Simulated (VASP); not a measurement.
Wanted: the native input for a VASP 6.6.1 run.

```
Task                   : single point
Functional             : PBEsol
Potentials or basis    : VASP PAW PBE potentials, release 64 (Mg, Si, O, H)
Cutoff                 : 520 eV
k mesh                 : 3 × 3 × 1
Occupations            : gaussian, width 0.1 eV
Spin                   : no spin polarisation
Dipole correction      : no
Further INCAR settings : ALGO = Normal; EDIFF = 1e-06; NBANDS = 32
```

The structure of Mg8Si4HO lies in POSCAR:

```
Mg8Si4HO
1.0
    6.3910000000      0.0000000000      0.0000000000
    0.0000000000      6.3910000000      0.0000000000
    0.0000000000      0.0000000000     15.7932500000
Mg Si O H
8 4 1 1
Direct
    0.1903913316      0.7646992646      0.3460817754
    0.2049827883      0.2024137068      0.3471307679
    0.2495517133      0.2468644969      0.1500439112
    0.2406972305      0.7384930371      0.1483105124
    0.7488109842      0.7461858864      0.1515741219
    0.7380086059      0.2391811923      0.1488148418
    0.7673905492      0.1944654984      0.3491271904
    0.7480388046      0.7442534815      0.3562737879
    0.0000000000      0.0000000000      0.0633181897
   -0.0128255359      0.4788932874      0.2582011302
    0.4843425129     -0.0169885777      0.2608872778
    0.5000000000      0.5000000000      0.0633181897
   -0.0182669379      0.9809658895      0.3763520491
   -0.2863550305      0.6380461587      0.4577881690
```

The input as run:

INCAR

```
SYSTEM = Mg8Si4HO
  PREC = Accurate
  ENCUT = 520
  EDIFF = 1E-6
  ISMEAR = 0
  SIGMA = 0.1
  LREAL = .False.
  LASPH = .True.
  NELM = 80
  ALGO = Normal
  ISIF = 2
  LWAVE = .False.
  LCHARG = .True.
  GGA = PS
  LELF = .True.
  LVHAR = .True.
  NBANDS = 32
```

KPOINTS

```
Automatic mesh
0
Gamma
  3 3 1
  0 0 0
```

Potentials or basis: VASP PAW PBE potentials, release 64 (Mg, Si, O, H).

The run is started by

```bash
$ cat potpaw_PBE.64/Mg/POTCAR potpaw_PBE.64/Si/POTCAR potpaw_PBE.64/O/POTCAR potpaw_PBE.64/H/POTCAR > POTCAR
$ mpirun -np 1 vasp_std > vasp.out
```

It gave:

The largest force is 0.505 eV/Å.

Caveat: the PAW data sets were made with another functional, which shifts forces and pressure a little; an odd number of electrons without spin polarisation forces a metal; a magnetic or distorted state may lie lower.

Run time: 7.7 min on 1 thread of AMD EPYC 7R13, with other jobs on the host, peak memory 0.6 GiB.
